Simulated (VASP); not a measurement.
Runs of VASP 6.6.1 on LiNbO3. The structure is that of space group R3c (No. 161), or close to it. The cells are those of the table. 

```csv
cell,gap on the mesh (eV),largest force (eV/Å)
"a = 5.847 Å, angles 52.4°, 10 atoms",(c),0.74
"a = 5.648 Å, angles 54.4°, 10 atoms",3.49,0.12
"a = 5.365 Å, angles 57.1°, 10 atoms",3.83,0.83
"a = 5.527 Å, angles 54.4°, 10 atoms",3.79,0.83
"a = 5.488 Å, angles 56.4°, 10 atoms",3.62,0.17
"a = 5.720 Å, angles 53.0°, 10 atoms",(a),0.10
"a = 5.335 Å, angles 59.2°, 10 atoms",3.57,0.19
"a = 5.394 Å, angles 58.5°, 10 atoms",(b),0.11
```

Alike in all rows: task single point; level PBE; potentials or basis VASP PAW PBE potentials, release 64 (Li_sv, Nb_sv, O); no spin polarisation; k mesh 6 × 6 × 6; cutoff (eV) 520; smearing gaussian 0.05 eV.

Problem. Estimate the missing entries.

Solution. (a) 3.45; (b) 3.53; (c) 3.23.

A k mesh can miss the band edges, and the runs leave out spin-orbit coupling on Nb.
